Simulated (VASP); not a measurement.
# Al16CN15 (a cell with a defect) in VASP: a series of runs

Aim: see how the results for Al16CN15 (a cell with a defect) move with the level of theory and the settings. Levels: PBE, LDA. Tasks: single point.

Program: VASP 6.6.1. These are calculated values, not measurements. Logs are shortened: lines on timing, memory, paths and dates and some standing lists are left out, and cuts for length are marked.

## (1) The cell of the first run

The cell holds a defect, 32 atoms: a = 6.260 Å, b = 6.260 Å, c = 10.035 Å, α = 90.00°, β = 90.00°, γ = 120.00°.

## (2) Single point, PBE

INCAR reads:

```
PREC = Accurate
ENCUT = 520
EDIFF = 1E-6
ISMEAR = -1
SIGMA = 0.01
LREAL = Auto
LASPH = T
NELM = 120
ALGO = Normal
ISIF = 2
LWAVE = F
LCHARG = F
GGA = PE
NELECT = 128.0
NBANDS = 86
GGA_COMPAT = F
```

KPOINTS reads:

```
regular mesh
0
Gamma
  1 1 1
```

POSCAR reads:

```
Al16CN15
1.0
    6.2595139326      0.0000000578      0.0000000000
   -3.1297570163      5.4208980521      0.0000000000
    0.0000000000      0.0000000000     10.0348065068
Al N C
16 15 1
Direct
    0.3360430055      0.1655628782      0.2522310013
    0.1682380131      0.3337297131      0.4986096259
    0.3347948091      0.1665629281      0.7505476258
    0.1678232280      0.3336836733      1.0021220686
    0.3362618873      0.6685988182      0.2519859094
    0.1652245978      0.8325713779      0.5008843487
    0.3348532228      0.6666616025      0.7507386870
    0.1670249727      0.8333371451      0.9991097061
    0.8331105208      0.1653811204      0.2519239900
    0.6691397497      0.3363407791      0.5009242951
    0.8351162894      0.1669680212      0.7508288470
    0.6679998280      0.3344616310      0.9991118654
    0.8350357029      0.6665264847      0.2529078754
    0.6681584800      0.8337002084      0.5009624356
    0.8346326725      0.6667968355      0.7448145580
    0.6678790760      0.8336268824      0.9992001884
    0.3339008115      0.1675996114      0.4411837097
    0.1696396497      0.3321277958      0.1913263382
    0.3324845785      0.1687782016      0.9401575595
    0.1692845846      0.3322879813      0.6902278056
    0.3337981002      0.6697986016      0.4410717463
    0.1715454613      0.8330055110      0.1867599253
    0.3323658257      0.6663090870      0.9403026715
    0.1730450335      0.8340711295      0.6937931771
    0.8319865919      0.1679103774      0.4410293050
    0.6685765409      0.3299904272      0.1867782597
    0.8351862115      0.1692543043      0.9404058768
    0.6671580759      0.3282258337      0.6938044646
    0.6685211508      0.8330246718      0.1869654747
    0.8330798852      0.6682505708      0.9376761512
    0.6671758675      0.8346365192      0.6936999766
    0.8327957090      0.6684517559      0.4424962507
```

Potentials or basis: VASP PAW PBE potentials, release 64 (Al, N, C).

Started as:

```bash
$ cat potpaw_PBE.64/Al/POTCAR potpaw_PBE.64/N/POTCAR potpaw_PBE.64/C/POTCAR > POTCAR
$ mpirun -np 1 vasp_gam > vasp.out
```

OUTCAR:

```text
PREC = Accurate
   ENCUT = 520
   EDIFF = 1E-6
   ISMEAR = -1
   LREAL = Auto
   LASPH = T
   NELM = 120
   ISIF = 2
   GGA = PE
   NELECT = 128.0

 ion  position               nearest neighbor table
   1  0.336  0.166  0.252-  17 1.90  18 1.91  26 1.92  22 1.92   2 3.07   6 3.08  10 3.08   4 3.10
                             5 3.11   9 3.11  12 3.11   8 3.11  13 3.13  13 3.13   9 3.15   5 3.15
   2  0.168  0.334  0.499-  17 1.89  21 1.91  25 1.91  20 1.92   5 3.07   9 3.07   1 3.07   7 3.11
                             3 3.11  11 3.11  10 3.13   6 3.13  14 3.13  14 3.13   6 3.13  10 3.13
   3  0.335  0.167  0.751-  28 1.89  24 1.89  20 1.89  19 1.90  12 3.08   8 3.08   6 3.09  10 3.09
                             4 3.11   2 3.11  11 3.13   7 3.13  15 3.13   7 3.13  11 3.13  15 3.13
   4  0.168  0.334  0.002-  19 1.89  18 1.90  27 1.91  23 1.91   9 3.09   5 3.10  11 3.10   7 3.10
                             1 3.10   3 3.11  12 3.13   8 3.13  16 3.13  16 3.13   8 3.13  12 3.13
   5  0.336  0.669  0.252-  21 1.90  22 1.90  29 1.92  18 1.92   2 3.07  14 3.08   6 3.09   4 3.10
                            16 3.11   9 3.11   1 3.11   8 3.12  13 3.13  13 3.13   1 3.15   9 3.15
   6  0.165  0.833  0.501-  21 1.89  32 1.89  17 1.91  24 1.94  15 3.03  13 3.07   1 3.08   5 3.09
                             3 3.09   7 3.10  10 3.11  14 3.11   2 3.13   2 3.13  14 3.14  10 3.15
   7  0.335  0.667  0.751-  24 1.87  31 1.89  23 1.90  20 1.91  16 3.08   8 3.08  14 3.09   6 3.10
                             4 3.10   2 3.11  11 3.13  15 3.13   3 3.13   3 3.13  11 3.13  15 3.13
   8  0.167  0.833  0.999-  22 1.88  23 1.90  19 1.91  30 1.91   3 3.08   7 3.08   1 3.11   5 3.12
                            13 3.12  12 3.12  15 3.12  16 3.13   4 3.13   4 3.13  16 3.13  12 3.14
   9  0.833  0.165  0.252-  25 1.90  26 1.90  29 1.92  18 1.92   2 3.07  14 3.08  10 3.09   4 3.09
[... 17 lines left out ...]
  19  0.332  0.169  0.940-   4 1.89   3 1.90   8 1.91  12 1.91
  20  0.169  0.332  0.690-   3 1.89  11 1.91   7 1.91   2 1.92
  21  0.334  0.670  0.441-   6 1.89   5 1.90  14 1.91   2 1.91
  22  0.172  0.833  0.187-   8 1.88   5 1.90   1 1.92  13 1.94
[... 8 lines left out ...]
  31  0.667  0.835  0.694-  15 1.89   7 1.89  11 1.89  14 1.93
  32  0.833  0.668  0.442-  14 1.88  10 1.89   6 1.89  13 1.90

  LATTYP: Found a hexagonal cell.
 ALAT       =     6.2595139326
 C/A-ratio  =     1.6031287117

  Lattice vectors:

 A1 = (   6.2595139326,   0.0000000578,   0.0000000000)
 A2 = (  -3.1297570163,   5.4208980521,   0.0000000000)
 A3 = (   0.0000000000,   0.0000000000,  10.0348065068)

Analysis of symmetry for initial positions (statically):
=====================================================================
 Subroutine PRICEL returns:
 Original cell was already a primitive cell.

 Routine SETGRP: Setting up the symmetry group for a
 hexagonal supercell.

 Subroutine GETGRP returns: Found  1 space group operations
[... 165 lines left out ...]
   NUPDOWN=      -1.0000    fix difference up-down
   EMIN   =  10.00;   EMAX   =-10.00  energy-range for DOS
   EFERMI =   0.00;   METHOD = LEGACY
   ISMEAR =    -1;   SIGMA  =   0.01  broadening in eV -4-tet -1-fermi 0-gaus
   EFERMI_NEDOS =   21; number of points for ismear=-14 and -15
   IALGO  =     38    algorithm
   IMIX   =      4    mixing-type and parameters
     AMIX     =   0.40;   BMIX     =  1.00
     AMIX_MAG =   1.60;   BMIX_MAG =  1.00
  volume/ion in A,a.u.               =      10.64        71.81
  Fermi-wavevector in a.u.,A,eV,Ry     =   1.181511  2.232733 18.993310  1.395969
  Thomas-Fermi vector in A             =   2.317783
   LORBIT       =      0    0 simple, 1 ext, 2 COOP (PROOUT), +10 PAW based schemes
   GGA     = PE    functional components
   LHFCALC =     F    Hartree Fock is set to
   AEXX    =    0.0000 exact exchange contribution
   IVDW    =     0    specifies the selected vdW correction
   LEPSILON=     F    determine dielectric tensor
   LRPA    =     F    only Hartree local field effects (RPA)
 non-spin polarized calculation
  energy-cutoff  :      520.00
  volume of cell :      340.50
 maximum number of plane-waves:      4582
 NGX is ok and might be reduce to    48
   NGX = 23   NGY = 23   NGZ = 37

 number of electron     127.9999998 magnetization

 Free energy of the ion-electron system (eV)
  ---------------------------------------------------
  ext. energy  EPLUGINS =         0.00000000
  ---------------------------------------------------
  free energy    TOTEN  =      -217.35461987 eV

  energy without entropy =     -217.35461987  energy(sigma->0) =     -217.35461987

 E-fermi :   7.5974     XC(G=0): -10.8236

 val. band max:        7.2957641555   @ k =   0.0000   0.0000   0.0000
 cond. band min:      10.2302208625   @ k =   0.0000   0.0000   0.0000
 fundamental gap:      2.9344567070
 Fermi energy:         7.5973597351

 k-point     1 :       0.0000    0.0000    0.0000
  band No.  band energies     occupation
      1      -8.9898      2.00000
      2      -8.1455      2.00000
      3      -7.9511      2.00000
      4      -7.0997      2.00000
      5      -7.0834      2.00000
      6      -7.0391      2.00000
[... 68 lines left out ...]
     75      11.7869      0.00000
     76      11.8124      0.00000
 [bands above 76 left out]

------------------------ aborting loop because EDIFF is reached ----------------------------------------

  FORCE on cell =-STRESS in cart. coord.  units (eV):
  Direction    XX          YY          ZZ          XY          YZ          ZX
  --------------------------------------------------------------------------------------
  -------------------------------------------------------------------------------------
  Total       26.0150341     24.3775849     -0.5214758     -1.4557771      0.0135658     -0.0728517
  in kB      122.4092189    114.7044865     -2.4537135     -6.8499058      0.0638317     -0.3427909
  external PRESSURE =      78.2199973 kB  Pullay stress =       0.0000000 kB

 VOLUME and BASIS-vectors are now :
 -----------------------------------------------------------------------------
  energy-cutoff  :      520.00
  volume of cell :      340.50
      direct lattice vectors                 reciprocal lattice vectors
     6.259513933  0.000000058  0.000000000     0.159756813  0.092235641  0.000000000
    -3.129757016  5.420898052  0.000000000    -0.000000002  0.184471279  0.000000000
     0.000000000  0.000000000 10.034806507     0.000000000  0.000000000  0.099653142

 POSITION                                       TOTAL-FORCE (eV/Angst)
 -----------------------------------------------------------------------------------
      1.58529      0.89750      2.53109         0.110901     -0.063664     -0.551089
      0.00860      1.80911      5.00345        -0.167455      0.080908     -0.394194
      1.57435      0.90292      7.53160         0.189652     -0.111792     -0.391240
      0.00614      1.80887      0.02129        -0.094816      0.059282     -0.482044
      0.01228      3.62441      2.52863         0.079481     -0.055952     -0.512495
     -1.57152      4.51328      5.02628        -0.115108      0.062919     -0.456094
[... 24 lines left out ...]
      1.56399      4.52448      6.96115        -0.202218      0.116433      0.457189
      3.12080      3.62361      4.44036         0.209126     -0.097883      0.699014
 -----------------------------------------------------------------------------------
    total drift:                                0.018318     -0.003767      0.005861

  FREE ENERGIE OF THE ION-ELECTRON SYSTEM (eV)
  ---------------------------------------------------
  free  energy   TOTEN  =      -217.3546198711 eV

  energy  without entropy=     -217.3546198711  energy(sigma->0) =     -217.35461987
```

Wall time 47 s (1 thread of Intel Xeon Platinum 8488C (Sapphire Rapids), shared host); peak memory 0.4 GiB.

Results:

```
Free energy   : -217.3546 eV
Largest force : 0.736 eV/Å
```

Forces in eV/Å, atoms in the order of the input:
```
Al   0.111 -0.064 -0.551
Al  -0.167  0.081 -0.394
Al   0.190 -0.112 -0.391
Al  -0.095  0.059 -0.482
Al   0.079 -0.056 -0.512
Al  -0.115  0.063 -0.456
Al   0.110  0.035 -0.404
Al  -0.053  0.086 -0.446
Al   0.086 -0.043 -0.507
Al  -0.125  0.044 -0.459
Al   0.016 -0.127 -0.409
Al  -0.097 -0.001 -0.440
Al   0.092 -0.056 -0.459
Al  -0.079  0.040 -0.449
Al   0.113 -0.068 -0.450
Al  -0.132  0.078 -0.443
N    0.334 -0.187  0.454
N   -0.169  0.093  0.598
N    0.110 -0.059  0.431
N   -0.161  0.103  0.291
N    0.171  0.018  0.450
N   -0.114  0.147  0.477
N    0.174 -0.159  0.430
N   -0.174  0.126  0.411
N    0.079 -0.152  0.450
N   -0.188  0.024  0.472
N    0.230 -0.074  0.424
N   -0.184  0.102  0.414
N   -0.226  0.136  0.433
N    0.177 -0.096  0.361
N   -0.202  0.116  0.457
C    0.209 -0.098  0.699
```

Caveat: the k points lie up to 1.16 Å⁻¹ apart, too coarse for converged energies, forces and pressures; the cell carries a net charge on a neutralising background, which shifts energy and pressure; the cell is charged against a uniform background, so pressure and absolute levels hang on convention.

## (3) Single point, PBE

INCAR reads:

```
SYSTEM = Al16CN15
ALGO = Normal
EDIFF = 1E-6
ENCUT = 520
GGA = PE
GGA_COMPAT = .False.
ISIF = 2
ISMEAR = -1
LASPH = .True.
LCHARG = .False.
LREAL = Auto
LWAVE = .False.
NBANDS = 86
NELECT = 126.0
NELM = 120
PREC = Accurate
SIGMA = 0.01
```

KPOINTS reads:

```
k-points
0
Gamma
  1 1 1
  0 0 0
```

POSCAR reads:

```
Al16CN15
1.0
    6.2595139326      0.0000000578      0.0000000000
   -3.1297570163      5.4208980521      0.0000000000
    0.0000000000      0.0000000000     10.0348065068
Al N C
16 15 1
Direct
    0.3324607873      0.1648601114      0.2518829417
    0.1671754685      0.3339863365      0.5006513523
    0.3338827658      0.1700991309      0.7500726683
    0.1678799319      0.3325600827      1.0012097469
    0.3345091158      0.6615182322      0.2526965447
    0.1813708639      0.8422505280      0.5002379111
    0.3324377671      0.6645124050      0.7507599008
    0.1692880535      0.8339466363      0.9978448822
    0.8375340884      0.1641965012      0.2521244032
    0.6587906947      0.3193964357      0.4968206992
    0.8383290208      0.1688078464      0.7500286456
    0.6656531446      0.3297078395      0.9985506229
    0.8350415506      0.6581944202      0.2337380252
    0.6588636587      0.8404422405      0.5024296108
    0.8364082992      0.6693715212      0.7499733457
    0.6673453287      0.8317568974      0.9982910672
    0.3313281261      0.1685517428      0.4399977456
    0.1692674506      0.3300753398      0.1906435351
    0.3329325995      0.1678737506      0.9397338114
    0.1692114214      0.3335097086      0.6904433200
    0.3320987629      0.6680080763      0.4405934551
    0.1715886922      0.8295958284      0.1911401901
    0.3338887099      0.6670183050      0.9411446581
    0.1715867940      0.8351607949      0.6914920074
    0.8328959652      0.1677091741      0.4402307921
    0.6658649828      0.3234591586      0.1901064067
    0.8328629141      0.1666296574      0.9408953259
    0.6715612045      0.3356578747      0.6900248242
    0.6711117364      0.8290880569      0.1925255076
    0.8334685268      0.6662074304      0.9416199865
    0.6683379045      0.8333086840      0.6934349476
    0.8327488507      0.6707677454      0.4566680010
```

Potentials or basis: VASP PAW PBE potentials, release 64 (Al, N, C).

Started as:

```bash
$ cat potpaw_PBE.64/Al/POTCAR potpaw_PBE.64/N/POTCAR potpaw_PBE.64/C/POTCAR > POTCAR
$ mpirun -np 1 vasp_gam > vasp.out
```

It took 62 s on 1 thread of Intel Xeon Platinum 8488C (Sapphire Rapids), shared host; peak memory 0.41 GiB.

The run converged. Its results:

```
Free energy   : -230.6340 eV
Largest force : 0.902 eV/Å
```

Forces in eV/Å, atoms in the order of the input:
```
Al   0.231 -0.251 -0.835
Al  -0.197  0.088 -0.274
Al   0.420 -0.185 -0.539
Al  -0.208  0.109 -0.576
Al   0.151  0.165 -0.846
Al  -0.520 -0.227  0.139
Al   0.231  0.272 -0.426
Al  -0.044 -0.019 -0.318
Al  -0.013 -0.239 -0.816
Al  -0.045  0.443  0.209
Al  -0.205 -0.209 -0.411
Al  -0.031  0.072 -0.477
Al   0.073  0.073  0.517
Al   0.352 -0.130  0.184
Al   0.090 -0.123 -0.817
Al  -0.125  0.141 -0.360
N    0.239 -0.081  0.184
N   -0.183  0.111  0.650
N    0.246 -0.152  0.575
N   -0.172  0.079  0.363
N    0.205 -0.114  0.289
N   -0.266  0.106  0.203
N    0.100 -0.073  0.546
N   -0.054  0.136  0.666
N    0.177 -0.089  0.246
N   -0.145  0.173  0.277
N    0.160 -0.116  0.503
N   -0.210 -0.042  0.466
N   -0.204  0.021  0.203
N    0.208 -0.106  0.518
N   -0.443  0.247  0.636
C    0.185 -0.081 -0.679
```

Levels at points of the mesh, in eV from the Fermi level:
| k point | band 61 | band 62 | band 63 | band 64 | band 65 | band 66 |
| --- | --- | --- | --- | --- | --- | --- |
| (0.00, 0.00, 0.00) | -0.76 | -0.02 | -0.02 | 0.01 | 3.59 | 4.54 |

Caveat: the k points lie up to 1.16 Å⁻¹ apart, too coarse for converged energies, forces and pressures; the cell carries a net charge on a neutralising background, which shifts energy and pressure; the cell is charged against a uniform background, so pressure and absolute levels hang on convention.

(Part 1 of 2 ends here.)
